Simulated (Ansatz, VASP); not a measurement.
## Nb2B: VASP beside Ansatz

```
Nb B
1.0
     0.00000    2.81707    2.81707
     2.81707    0.00000    2.81707
     2.81707    2.81707    0.00000
Nb B
2 1
Direct
  0.25000 0.25000 0.25000
  0.75000 0.75000 0.75000
  0.00000 0.00000 0.00000
```

Change from the starting cell: species swapped into the Li2S type (Fm-3m, No. 225).

Alike in both runs: functional PBE; k mesh 6 × 6 × 6; occupations gaussian, width 0.1 eV; no spin polarisation.

Ansatz relaxed the structure, and its values are those at the end. VASP's run is a single point on that final structure, the one shown.

|  | VASP | Ansatz |
| --- | --- | --- |
| version | VASP 6.6.1 | Ansatz 0.2.0 |
| potentials or method | VASP PAW PBE potentials, release 64 (Nb_sv, B), cutoff 520 eV | scalar-relativistic, plane waves, PAW |
| valence electrons in the cell | 29 | 29 |

Ansatz gave:

* gap on the k mesh at the Fermi level (eV): none
* pressure (GPa): 0.1

Q: What did VASP give for the same quantities?

A: gap on the k mesh at the Fermi level (eV): none; pressure (GPa): -0.2.

A gap of «none» marks a metal or a gap that the smearing closes. The functional is the same, so the differences come from potentials, cutoffs and numerics.
